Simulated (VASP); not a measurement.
Crystal: CuO (zincblende type).

```
Cu O
1.0
     0.00000    2.23228    2.23228
     2.23228    0.00000    2.23228
     2.23228    2.23228    0.00000
Cu O
1 1
Direct
  0.00000 0.00000 0.00000
  0.25000 0.25000 0.25000
```

```yaml
Program: VASP 6.6.1
Task: relaxation of cell and atoms
Functional: PBE
Potentials_or_basis: VASP PAW PBE potentials, release 64 (Cu, O)
Cutoff: 600 eV
k_mesh: 16 × 16 × 16
Occupations: fermi-dirac, width 0.05 eV
Spin: no spin polarisation
```

At the start: pressure 6.5 GPa; volume 11.12 Å³/atom.

Problem. How do energy, volume and symmetry change on relaxing?

Solution. Over 3 steps the energy falls by 9.9 meV/atom and the volume is 11.62 Å³/atom (+4.5 %); space group F-43m (No. 216, to 0.05 Å).

The path:
| step | energy change (eV) | largest force (eV/Å) | pressure (GPa) | volume (Å³) |
| --- | --- | --- | --- | --- |
| 1 | 0.0000 | 0.0000 | 6.50 | 22.25 |
| 2 | -0.0155 | 0.0000 | -2.66 | 23.73 |
| 3 | -0.0197 | 0.0000 | 0.02 | 23.25 |

Final structure:
```
Cu O
1.0
     0.00000    2.26532    2.26532
     2.26532    0.00000    2.26532
     2.26532    2.26532    0.00000
Cu O
1 1
Direct
  0.00000 0.00000 0.00000
  0.25000 0.25000 0.25000
```

Caveat: an odd number of electrons without spin polarisation forces a metal; a magnetic or distorted state may lie lower.
